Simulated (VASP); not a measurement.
Mg6O5 (a cell with a defect): single point with PBEsol

Mg6O5 (a cell with a defect):

```
Mg O
1.0
     5.59086    0.00000    0.00000
     0.00000    5.59086    0.00000
     0.00000    0.00000    5.59086
Mg O
6 5
Direct
  0.25000 0.00000 0.50000
  0.00000 0.50000 0.25000
  0.50000 0.75000 0.00000
  0.75000 0.00000 0.50000
  0.00000 0.50000 0.75000
  0.50000 0.25000 0.00000
  0.50000 0.00000 0.25000
  0.00000 0.75000 0.50000
  0.93750 0.50000 0.00000
  0.50000 0.00000 0.75000
  0.00000 0.25000 0.50000
```

This cell differs from its parent crystal: atoms taken out, atom 9 moved 0.375 of the way to it and +0.000 Å across, host rigid.

- Program: VASP 6.6.1
- Task: single point
- Functional: PBEsol
- Potentials or basis: VASP PAW PBE potentials, release 64 (Mg, O)
- Cutoff: 520 eV
- k mesh: 4 × 4 × 4
- Occupations: gaussian, width 0.05 eV
- Spin: no spin polarisation

The pressure is 18.5 GPa. The largest force is 20.503 eV/Å and the band gap on the k mesh is 0.23 eV.

Forces in eV/Å, atoms in the order of the input:
```
Mg   -0.138   0.000   0.000
Mg    5.263   0.000  19.816
Mg    0.190   0.389   0.000
Mg    0.163   0.000   0.000
Mg    5.263   0.000 -19.816
Mg    0.190  -0.389   0.000
O     0.129   0.000  -0.222
O    -0.033   0.147   0.000
O   -11.122   0.000   0.000
O     0.129   0.000   0.222
O    -0.033  -0.147   0.000
```

Stress tensor (GPa, compression positive):
```
 2.56  0.00  0.00
 0.00  1.60  0.00
 0.00  0.00 51.28
```

Levels at points of the mesh, in eV from the valence-band top:
```tsv
k point	band 19	band 20	band 21	band 22	band 23	band 24
(0.00, 0.00, 0.00)	-3.03	-2.73	-2.42	1.90	2.50	3.14
(0.50, 0.00, 0.00)	-3.03	-2.73	-0.79	0.82	2.02	3.76
(0.00, 0.50, 0.00)	-3.15	-3.03	-1.18	1.06	3.14	3.17
(0.00, 0.00, 0.50)	-3.35	-2.73	-1.54	0.23	2.64	3.57
(0.50, 0.50, 0.00)	-3.17	-3.03	-0.22	1.15	1.91	2.81
(0.00, 0.50, 0.50)	-3.53	-3.35	-0.91	1.26	2.11	2.76
(0.50, 0.00, 0.50)	-3.38	-2.73	-0.57	1.02	1.74	2.99
(0.50, 0.50, 0.50)	-3.55	-3.55	0.00	1.68	2.04	2.12
```

Run time: 7.7 min on 1 thread of AMD EPYC 7R13 (shared host), peak memory 0.28 GiB.

Caveat: the cell differs from its parent crystal (atoms taken out, atom 9 moved 0.375 of the way to it and +0.000 Å across, host rigid); atoms lie so close that the PAW spheres overlap strongly, which falsifies energies and pressures; the PAW data sets were made with another functional, which shifts forces and pressure a little.
